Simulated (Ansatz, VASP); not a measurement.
**Two plane-wave programs on MgMnC6N6**

The input INCAR:

```
SYSTEM = MgMnC6N6
PREC = Accurate
ENCUT = 600
EDIFF = 1E-7
ISMEAR = 0
SIGMA = 0.02
LREAL = .False.
LASPH = .True.
NELM = 200
ALGO = Normal
ISIF = 3
LWAVE = .False.
LCHARG = .False.
ISPIN = 2
MAGMOM = 0 2.55 0 0 0 0 0 0 0 0 0 0 0 0
LORBIT = 11
LMAXMIX = 4
GGA = PE
IBRION = 2
NSW = 100
EDIFFG = -0.01
GGA_COMPAT = .False.
NELMIN = 4
KPAR = 4
```

The input KPOINTS:

```
Automatic mesh
0
Gamma
  6 6 6
  0 0 0
```

The input POSCAR:

```
MgMnC6N6
1.0
    0.0000000000      5.3858907921      5.3858907921
    5.3858907921      0.0000000000      5.3858907921
    5.3858907921      5.3858907921      0.0000000000
Mg Mn C N
1 1 6 6
Direct
    0.0000000000      0.0000000000      0.0000000000
    0.5000000000      0.5000000000      0.5000000000
    0.7869048181      0.2130951819      0.2130951819
    0.2130951819      0.7869048181      0.2130951819
    0.2130951819      0.2130951819      0.7869048181
    0.2130951819      0.7869048181      0.7869048181
    0.7869048181      0.2130951819      0.7869048181
    0.7869048181      0.7869048181      0.2130951819
    0.6781450440      0.3218549560      0.3218549560
    0.3218549560      0.6781450440      0.3218549560
    0.3218549560      0.3218549560      0.6781450440
    0.3218549560      0.6781450440      0.6781450440
    0.6781450440      0.3218549560      0.6781450440
    0.6781450440      0.6781450440      0.3218549560
```

Input for Ansatz:

```yaml
crystal:
  lattice:
    - [0.0, 5.3858907921, 5.3858907921]
    - [5.3858907921, 0.0, 5.3858907921]
    - [5.3858907921, 5.3858907921, 0.0]
  atoms:
    - { symbol: Mg, position: [0.0, 0.0, 0.0] }
    - { symbol: Mn, position: [0.5, 0.5, 0.5], spin: 2.55 }
    - { symbol: C, position: [0.7869048181, 0.2130951819, 0.2130951819] }
    - { symbol: C, position: [0.2130951819, 0.7869048181, 0.2130951819] }
    - { symbol: C, position: [0.2130951819, 0.2130951819, 0.7869048181] }
    - { symbol: C, position: [0.2130951819, 0.7869048181, 0.7869048181] }
    - { symbol: C, position: [0.7869048181, 0.2130951819, 0.7869048181] }
    - { symbol: C, position: [0.7869048181, 0.7869048181, 0.2130951819] }
    - { symbol: "N", position: [0.678145044, 0.321854956, 0.321854956] }
    - { symbol: "N", position: [0.321854956, 0.678145044, 0.321854956] }
    - { symbol: "N", position: [0.321854956, 0.321854956, 0.678145044] }
    - { symbol: "N", position: [0.321854956, 0.678145044, 0.678145044] }
    - { symbol: "N", position: [0.678145044, 0.321854956, 0.678145044] }
    - { symbol: "N", position: [0.678145044, 0.678145044, 0.321854956] }
basis:
  ecutwfc: 420
kpoints:
  mp_grid: { grid: [6, 6, 6] }
hamiltonian:
  xc: pbe
scf:
  occupations: { method: gaussian, width: 0.02 }
output:
  forces: true
  stress: true
  eigenvalues: true
  populations: true
magnetization:
  spin_polarized: true
relax:
  adjacent_minimum: "off"
  f_tol: 0.01
  max_steps: 80
  cell: { stress_tol: 0.05 }
```

Alike in both runs: task relaxation of cell and atoms; functional PBE; k mesh 6 × 6 × 6; occupations gaussian, width 0.02 eV; collinear spin.

|  | VASP | Ansatz |
| --- | --- | --- |
| version | VASP 6.6.1 | Ansatz 0.2.0 |
| potentials or method | VASP PAW PBE potentials, release 64 (Mg, Mn_pv, C, N), cutoff 600 eV | scalar-relativistic, plane waves, PAW |
| valence electrons in the cell | 69 | 79 |

Ansatz gave:

| Property | Result |
| --- | --- |
| gap on the k mesh at the Fermi level, each at its own relaxed structure (eV) | 1.61 |
| net moment per atom (μB) | 0.21 |
| size of the moment on the site where the two differ most (μB) | 2.32 |
| relaxed volume (Å³/atom) | 22.35 |
| relaxed length of the cell vector where the two differ most in proportion (Å) | 7.620 |

Task: What did VASP give for the same quantities?

Result: gap on the k mesh at the Fermi level, each at its own relaxed structure (eV): 1.57; net moment per atom (μB): 0.21; size of the moment on the site where the two differ most (μB): 2.62; relaxed volume (Å³/atom): 22.28; relaxed length of the cell vector where the two differ most in proportion (Å): 7.612.

Site moments also hang on the region over which each program counts them. VASP's potentials hold 69 valence electrons a cell and Ansatz's 79, so a difference there can come from the potentials and not from the codes.

Noted on VASP's run: the standard files for N, O and F lose accuracy on very short bonds.
